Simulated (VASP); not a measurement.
Write the native input for VASP 6.6.1 that does the following.

| Property | Result |
| --- | --- |
| Task | single point |
| Functional | PBE |
| Potentials or basis | VASP PAW PBE potentials, release 64 (Cu) |
| Cutoff | 520 eV |
| k mesh | 52 × 52 × 52 |
| Occupations | fermi-dirac, width 0.0612256 eV |
| Spin | no spin polarisation |
| Dipole correction | no |
| Further INCAR settings | ALGO = Normal; EDIFF = 1e-06; NBANDS = 12 |

The structure of Cu lies in POSCAR:

```
Cu
1.0
    0.0000000000      1.8271539756      1.8271539756
    1.8271539756      0.0000000000      1.8271539756
    1.8271539756      1.8271539756      0.0000000000
Cu
1
Direct
    0.0000000000      0.0000000000      0.0000000000
```

The input as run:

INCAR

```
ALGO     = Normal         # electronic algorithm
EDIFF    = 1E-6           # SCF threshold, eV
ENCUT    = 520            # plane-wave cutoff, eV
GGA      = PE             # functional
ISIF     = 2              # what is computed and relaxed
ISMEAR   = -1             # smearing method
LASPH    = True           # aspherical terms in the spheres
LCHARG   = False          # write CHGCAR
LREAL    = False          # projectors in reciprocal space
LWAVE    = False          # write WAVECAR
NBANDS   = 12             # bands
NELM     = 60             # most SCF steps
PREC     = Accurate       # precision mode
SIGMA    = 0.06122561905347299 # smearing width, eV
```

KPOINTS

```
k-points
0
Gamma
  52 52 52
```

Potentials or basis: VASP PAW PBE potentials, release 64 (Cu).

Command:

```bash
$ cat potpaw_PBE.64/Cu/POTCAR > POTCAR
$ mpirun -np 1 vasp_std > vasp.out
```

Results of the run:

```
Pressure : -2.1 GPa
```

Wall time 2.7 min on 1 thread of Intel(R) Xeon(R) 6975P-C (Granite Rapids), with other jobs on the host, peak memory 0.57 GiB.
